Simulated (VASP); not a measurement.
# SrB (Cmmm) in VASP: single point with PBE

Aim: the single point of SrB with PBE.

Everything below comes from runs of VASP 6.6.1. Logs are shortened: lines on timing, memory, paths and dates and some standing lists are left out, and cuts for length are marked.

## Step 1: The cell of the first run

The structure is orthorhombic, space group Cmmm (No. 65). The conventional cell has a = 3.745 Å, b = 5.244 Å, c = 5.172 Å, α = 90.00°, β = 90.00°, γ = 90.00°. Sr (site symmetry mmm) has 8 B at 3.19 to 3.68 Å and 6 Sr at 3.22 to 3.75 Å within 4.2 Å. B (site symmetry mmm) has 8 Sr at 3.19 to 3.68 Å and 6 B at 3.22 to 3.75 Å within 4.2 Å.

## Step 2: Single point, PBE

Input file INCAR:

```
  PREC = Accurate
  ENCUT = 520
  EDIFF = 1E-7
  ISMEAR = 0
  SIGMA = 0.1
  LREAL = F
  LASPH = T
  NELM = 100
  ALGO = Normal
  ISIF = 2
  LWAVE = F
  LCHARG = F
  GGA = PE
  NBANDS = 14
```

Input file KPOINTS:

```
regular mesh
0
Gamma
  6 6 4
```

Input file POSCAR:

```
SrB
1.0
    1.8726797000     -2.6218401100      0.0000000000
    1.8726797000      2.6218401100      0.0000000000
    0.0000000000      0.0000000000      5.1719471900
Sr B
1 1
Direct
    0.5000000000      0.5000000000      0.5000000000
    0.0000000000      0.0000000000      0.0000000000
```

Potentials or basis: VASP PAW PBE potentials, release 64 (Sr_sv, B).

Run with:

```console
cat potpaw_PBE.64/Sr_sv/POTCAR potpaw_PBE.64/B/POTCAR > POTCAR
mpirun -np 1 vasp_std > vasp.out
```

OUTCAR:

```text
PREC = Accurate
   ENCUT = 520
   EDIFF = 1E-7
   ISMEAR = 0
   LREAL = F
   LASPH = T
   NELM = 100
   ISIF = 2
   GGA = PE

 ion  position               nearest neighbor table
   1  0.500  0.500  0.500-   2 3.19   2 3.19   2 3.19   2 3.19
   2  0.000  0.000  0.000-   1 3.19   1 3.19   1 3.19   1 3.19

  LATTYP: Found a base centered orthorhombic cell.
 ALAT       =     3.7453594000
 B/A-ratio  =     1.4000472745
 C/A-ratio  =     1.3808947654

  Lattice vectors:

 A1 = (   1.8726797000,  -2.6218401100,   0.0000000000)
 A2 = (   1.8726797000,   2.6218401100,   0.0000000000)
 A3 = (   0.0000000000,   0.0000000000,   5.1719471900)

Analysis of symmetry for initial positions (statically):
=====================================================================
 Subroutine PRICEL returns:
 Original cell was already a primitive cell.

 Routine SETGRP: Setting up the symmetry group for a
 base centered orthorhombic supercell.

 Subroutine GETGRP returns: Found  8 space group operations
 (whereof  8 operations were pure point group operations)
 out of a pool of  8 trial point group operations.

The static configuration has the point symmetry D_2h.

Analysis of symmetry for dynamics (positions and initial velocities):
=====================================================================
 Subroutine PRICEL returns:
 Original cell was already a primitive cell.

 Routine SETGRP: Setting up the symmetry group for a
 base centered orthorhombic supercell.

 Subroutine GETGRP returns: Found  8 space group operations
 (whereof  8 operations were pure point group operations)
 out of a pool of  8 trial point group operations.

The dynamic configuration has the point symmetry D_2h.

 Subroutine INISYM returns: Found  8 space group operations
 (whereof  8 operations are pure point group operations),
 and found     1 'primitive' translations

----------------------------------------------------------------------------------------

                                     Primitive cell

  volume of cell :      50.7871

  direct lattice vectors                    reciprocal lattice vectors
     1.872679700 -2.621840110  0.000000000     0.266997074 -0.190705756  0.000000000
     1.872679700  2.621840110  0.000000000     0.266997074  0.190705756  0.000000000
     0.000000000  0.000000000  5.171947190     0.000000000  0.000000000  0.193350775

  length of vectors
     3.221952020  3.221952020  5.171947190     0.328109925  0.328109925  0.193350775

  position of ions in fractional coordinates (direct lattice)
     0.500000000  0.500000000  0.500000000
     0.000000000  0.000000000  0.000000000

  ion indices of the primitive-cell ions
   primitive index   ion index
                 1           1
                 2           2

----------------------------------------------------------------------------------------

 KPOINTS: regular mesh

Automatic generation of k-mesh.
 Grid dimensions read from file:
 generate k-points for:    6    6    4

 Generating k-lattice:

  Cartesian coordinates                     Fractional coordinates (reciprocal lattice)
     0.044499512 -0.031784293  0.000000000     0.166666667  0.000000000  0.000000000
     0.044499512  0.031784293  0.000000000     0.000000000  0.166666667  0.000000000
     0.000000000  0.000000000  0.048337694     0.000000000  0.000000000  0.250000000

  Length of vectors
     0.054684987  0.054684987  0.048337694

  Shift w.r.t. Gamma in fractional coordinates (k-lattice)
     0.000000000  0.000000000  0.000000000

 Subroutine IBZKPT returns following result:
 ===========================================

 Found     39 irreducible k-points:

 Following reciprocal coordinates:
            Coordinates               Weight
  0.000000  0.000000  0.000000      1.000000
  0.166667 -0.000000  0.000000      4.000000
  0.333333  0.000000  0.000000      4.000000
  0.500000  0.000000  0.000000      2.000000
  0.166667  0.166667  0.000000      2.000000
  0.333333  0.166667  0.000000      4.000000
[... 16 lines left out ...]
  0.333333  0.333333  0.250000      4.000000
  0.500000  0.333333  0.250000      8.000000
 [... further k-points ...]
   k-points           NKPTS =     39   k-points in BZ     NKDIM =     39   number of bands    NBANDS=     14
   number of dos      NEDOS =    301   number of ions     NIONS =      2
   total plane-waves  NPLWV =  23040
   dimension x,y,z NGX =    24 NGY =   24 NGZ =   40
   dimension x,y,z NGXF=    48 NGYF=   48 NGZF=   80
   ions per type =               1   1
   NGX,Y,Z   is equivalent  to a cutoff of  12.38, 12.38, 12.86 a.u.
   NGXF,Y,Z  is equivalent  to a cutoff of  24.77, 24.77, 25.72 a.u.
 SYSTEM =  unknown system
   PREC   = accura    normal or accurate (medium, high low for compatibility)
   ISTART =      0    job   : 0-new  1-cont  2-samecut
   ICHARG =      2    charge: 1-file 2-atom 10-const
   ISPIN  =      1    spin polarized calculation?
   LNONCOLLINEAR =      F non collinear calculations
   LSORBIT =      F    spin-orbit coupling
   LASPH  =      T    aspherical Exc in radial PAW
   ENCUT  =  520.0 eV  38.22 Ry    6.18 a.u.   5.99  5.99  9.62*2*pi/ulx,y,z
   NELM   =    100;   NELMIN=  2; NELMDL= -5     # of ELM steps
   EDIFF  = 0.1E-06   stopping-criterion for ELM
   LREAL  =      F    real-space projection
   EDIFFG = 0.1E-05   stopping-criterion for IOM
   NSW    =      0    number of steps for IOM
   IBRION =     -1    ionic relax: 0-MD 1-quasi-New 2-CG
   NFREE  =      0    steps in history (QN), initial steepest desc. (CG)
   ISIF   =      2    stress and relaxation
   ISYM   =      2    0-nonsym 1-usesym 2-fastsym
   POTIM  = 0.5000    time-step for ionic-motion
   TEBEG  =    0.0;   TEEND  =   0.0 temperature during run
   PSTRESS=    0.0 pullay stress
   NELECT =      13.0000    total number of electrons
   NUPDOWN=      -1.0000    fix difference up-down
   EMIN   =  10.00;   EMAX   =-10.00  energy-range for DOS
   EFERMI =   0.00;   METHOD = LEGACY
   ISMEAR =     0;   SIGMA  =   0.10  broadening in eV -4-tet -1-fermi 0-gaus
   EFERMI_NEDOS =   21; number of points for ismear=-14 and -15
   IALGO  =     38    algorithm
   IMIX   =      4    mixing-type and parameters
     AMIX     =   0.40;   BMIX     =  1.00
     AMIX_MAG =   1.60;   BMIX_MAG =  1.00
  volume/ion in A,a.u.               =      25.39       171.36
  Fermi-wavevector in a.u.,A,eV,Ry     =   1.039453  1.964281 14.700574  1.080462
  Thomas-Fermi vector in A             =   2.173983
   LORBIT       =      0    0 simple, 1 ext, 2 COOP (PROOUT), +10 PAW based schemes
   GGA     = PE    functional components
   LHFCALC =     F    Hartree Fock is set to
   AEXX    =    0.0000 exact exchange contribution
   IVDW    =     0    specifies the selected vdW correction
   LEPSILON=     F    determine dielectric tensor
   LRPA    =     F    only Hartree local field effects (RPA)
 non-spin polarized calculation
 Gauss-broadening in eV      SIGMA  =   0.10
  energy-cutoff  :      520.00
  volume of cell :       50.79
 maximum number of plane-waves:      1396
   NGX = 11   NGY = 11   NGZ = 19

 number of electron      13.0000000 magnetization

 Free energy of the ion-electron system (eV)
  ---------------------------------------------------
  ext. energy  EPLUGINS =         0.00000000
  ---------------------------------------------------
  free energy    TOTEN  =        -4.92365109 eV

  energy without entropy =       -4.91348545  energy(sigma->0) =       -4.91856827

 E-fermi :   2.1123     XC(G=0):  -8.8928

 val. band max:        2.1006124710   @ k =   0.3333   0.0000   0.5000
 cond. band min:       2.1196173924   @ k =  -0.3333   0.3333   0.0000
 fundamental gap:      0.0190049214
 Fermi energy:         2.1123277285

 k-point     1 :       0.0000    0.0000    0.0000
  band No.  band energies     occupation
      1     -33.7370      2.00000
      2     -15.5778      2.00000
      3     -15.1769      2.00000
      4     -15.1440      2.00000
      5      -4.6428      2.00000
      6       1.3336      2.00000
      7       1.8157      1.99997
      8       4.1024      0.00000
      9       5.6867      0.00000
     10       6.4460      0.00000
     11       7.6331      0.00000
     12       8.1915      0.00000
     13       8.3953      0.00000
     14       9.1528      0.00000

 k-point     2 :       0.1667   -0.0000    0.0000
  band No.  band energies     occupation
      1     -33.6955      2.00000
      2     -15.5344      2.00000
      3     -15.5246      2.00000
      4     -15.1722      2.00000
      5      -4.2420      2.00000
      6       1.6998      2.00000
      7       2.0519      1.60752
      8       3.7784      0.00000
      9       4.8114      0.00000
     10       6.2118      0.00000
     11       7.6903      0.00000
     12       8.1675      0.00000
     13       8.7048      0.00000
     14       8.7526      0.00000

 k-point     3 :       0.3333    0.0000    0.0000
  band No.  band energies     occupation
      1     -33.6110      2.00000
      2     -16.2136      2.00000
      3     -15.4158      2.00000
      4     -15.1961      2.00000
      5      -3.1876      2.00000
      6       1.3990      2.00000
      7       1.5930      2.00000
      8       2.8394      0.00000
      9       5.4913      0.00000
     10       6.2996      0.00000
     11       7.5716      0.00000
     12       8.5604      0.00000
     13       8.9476      0.00000
     14       9.4736      0.00000

 k-point     4 :       0.5000    0.0000    0.0000
  band No.  band energies     occupation
      1     -33.5678      2.00000
      2     -16.5267      2.00000
      3     -15.3599      2.00000
      4     -15.2076      2.00000
      5      -2.2407      2.00000
      6       0.1871      2.00000
      7       1.2168      2.00000
      8       2.7050      0.00000
      9       6.0304      0.00000
     10       7.2406      0.00000
     11       7.4973      0.00000
     12       8.9481      0.00000
     13       9.2301      0.00000
     14       9.7756      0.00000

 k-point     5 :       0.1667    0.1667    0.0000
  band No.  band energies     occupation
      1     -33.6467      2.00000
      2     -15.6499      2.00000
      3     -15.5310      2.00000
      4     -15.4587      2.00000
      5      -3.6297      2.00000
      6       1.5151      2.00000
      7       2.9935      0.00000
      8       3.4801      0.00000
      9       3.5868      0.00000
     10       5.7351      0.00000
     11       7.2037      0.00000
[... 276 lines left out ...]
 k-point    22 :      -0.1667    0.1667    0.2500
  band No.  band energies     occupation
      1     -33.6675      2.00000
      2     -15.5582      2.00000
      3     -15.5091      2.00000
      4     -15.3425      2.00000
      5      -3.8834      2.00000
      6       0.6433      2.00000
      7       3.5643      0.00000
      8       4.5955      0.00000
      9       4.8010      0.00000
     10       5.3380      0.00000
     11       6.2867      0.00000
     12       7.6305      0.00000
     13       8.5086      0.00000
     14       9.1016      0.00000

 k-point    23 :       0.3333    0.3333    0.2500
  band No.  band energies     occupation
      1     -33.5035      2.00000
      2     -16.2835      2.00000
      3     -15.9490      2.00000
      4     -15.2966      2.00000
      5      -1.8498      2.00000
      6       1.7753      2.00000
      7       1.8691      1.99942
      8       2.2121      0.15840
      9       4.9004      0.00000
     10       5.0678      0.00000
     11       6.6951      0.00000
     12       7.5002      0.00000
     13       8.7553      0.00000
     14      10.2421      0.00000

 k-point    24 :       0.5000    0.3333    0.2500
  band No.  band energies     occupation
      1     -33.4815      2.00000
      2     -16.5056      2.00000
      3     -15.7902      2.00000
      4     -15.2796      2.00000
      5      -1.8480      2.00000
      6       1.2817      2.00000
      7       1.7903      1.99999
      8       2.9411      0.00000
      9       4.2507      0.00000
     10       5.5244      0.00000
     11       6.8071      0.00000
     12       7.0061      0.00000
     13       9.0368      0.00000
     14      11.1158      0.00000

 [... further k-points ...]
[... 5 lines left out ...]
  --------------------------------------------------------------------------------------
  -------------------------------------------------------------------------------------
  Total        2.0747630      0.7545840     -6.0205112      0.0000000      0.0000000      0.0000000
  in kB       65.4523559     23.8047905   -189.9285127      0.0000000      0.0000000      0.0000000
  external PRESSURE =     -33.5571221 kB  Pullay stress =       0.0000000 kB

 VOLUME and BASIS-vectors are now :
 -----------------------------------------------------------------------------
  energy-cutoff  :      520.00
  volume of cell :       50.79
      direct lattice vectors                 reciprocal lattice vectors
     1.872679700 -2.621840110  0.000000000     0.266997074 -0.190705756  0.000000000
     1.872679700  2.621840110  0.000000000     0.266997074  0.190705756  0.000000000
     0.000000000  0.000000000  5.171947190     0.000000000  0.000000000  0.193350775

 POSITION                                       TOTAL-FORCE (eV/Angst)
 -----------------------------------------------------------------------------------
      1.87268      0.00000      2.58597         0.000000      0.000000      0.000000
      0.00000      0.00000      0.00000         0.000000      0.000000      0.000000
 -----------------------------------------------------------------------------------
    total drift:                                0.000000      0.000000     -0.000000

  FREE ENERGIE OF THE ION-ELECTRON SYSTEM (eV)
  ---------------------------------------------------
  free  energy   TOTEN  =        -4.9236510916 eV

  energy  without entropy=       -4.9134854521  energy(sigma->0) =       -4.91856827
```

It took 39 s on 1 thread of Oxide Virtual Turin-like, shared host; peak memory 0.14 GiB.

What came out:

| Item | Value |
| --- | --- |
| Free energy | -4.9237 eV |
| Pressure | -3.4 GPa |

Stress tensor (GPa, compression positive):
```
  6.55   0.00   0.00
  0.00   2.38   0.00
  0.00   0.00 -18.99
```

Levels at points of the mesh, in eV from the Fermi level:
| k point | band 3 | band 4 | band 5 | band 6 | band 7 | band 8 | band 9 | band 10 |
| --- | --- | --- | --- | --- | --- | --- | --- | --- |
| (0.00, 0.00, 0.00) | -17.29 | -17.26 | -6.76 | -0.78 | -0.30 | 1.99 | 3.57 | 4.33 |
| (0.50, 0.00, 0.00) | -17.47 | -17.32 | -4.35 | -1.93 | -0.90 | 0.59 | 3.92 | 5.13 |
| (0.50, 0.50, 0.00) | -17.91 | -17.35 | -3.87 | -0.81 | 0.29 | 1.46 | 1.61 | 1.65 |
| (0.00, 0.00, 0.50) | -17.29 | -17.26 | -6.10 | -2.98 | 1.39 | 2.03 | 3.01 | 4.36 |
| (0.50, 0.00, 0.50) | -17.49 | -17.32 | -4.76 | -1.04 | 0.18 | 0.39 | 3.41 | 3.71 |
| (0.50, 0.50, 0.50) | -17.91 | -17.37 | -3.28 | -1.59 | -1.42 | 0.88 | 3.16 | 4.21 |
